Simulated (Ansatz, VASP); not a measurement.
# Two plane-wave programs on GaP

```
Ga P
1.0
     0.00000    2.75265    2.70265
     2.75265    0.00000    2.70265
     2.75265    2.75265    0.00000
Ga P
1 1
Direct
  0.00000 0.00000 0.00000
  0.25000 0.25000 0.25000
```

Change from the starting cell: epitaxial_xy strain +1.0%.

Alike in both runs: task single point; functional r2SCAN; k mesh 8 × 8 × 8; no spin polarisation.

```csv
,VASP,Ansatz
version,VASP 6.6.1,Ansatz 0.2.0
potentials or method,"VASP PAW PBE potentials, release 64 (Ga_d, P)","plane waves, PAW"
plane-wave cutoff (eV),520,500
occupations,"gaussian, width 0.01 eV",fixed
valence electrons in the cell,18,18
```

VASP gave:

```
gap on the k mesh at the Fermi level (eV)                     : 1.73
pressure (GPa)                                                : -1.1
traceless stress, the component that is largest in VASP (GPa) : 0.94
```

Q: Estimate Ansatz's values.

A: gap on the k mesh at the Fermi level (eV): 1.73; pressure (GPa): -1.0; traceless stress, the component that is largest in VASP (GPa): 0.97.

VASP's potentials were made for PBE, not for r2SCAN.
